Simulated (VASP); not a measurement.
Sr: single point with r2SCAN

The system is Sr.

```
CELL_PARAMETERS angstrom
0.00000 3.01086 3.01086
3.01086 0.00000 3.01086
3.01086 3.01086 0.00000
ATOMIC_POSITIONS crystal
Sr 0.00000 0.00000 0.00000
```

This cell differs from its parent crystal: volume scaled by 0.96.

- Program: VASP 6.6.1
- Task: single point
- Functional: r2SCAN
- Potentials or basis: VASP PAW PBE potentials, release 64 (Sr_sv)
- Cutoff: 520 eV
- k mesh: 15 × 15 × 15
- Occupations: fermi-dirac, width 0.1 eV
- Spin: no spin polarisation

```
Pressure               : 0.5 GPa
Band gap on the k mesh : zero (band 5 reaches 1.71 eV, above the bottom of band 6 at 1.61 eV)
```

Levels at points of the mesh, in eV from the Fermi level:
```
           k point  band 3  band 4  band 5  band 6  band 7  band 8
(0.00, 0.00, 0.00)  -19.25  -19.25   -3.83    2.72    2.72    2.72
```

Wall time 2.5 min on 1 thread of Intel Xeon 6975P-C (shared host), peak memory 0.23 GiB.

Caveat: the PAW data sets were made with another functional, which shifts forces and pressure a little.
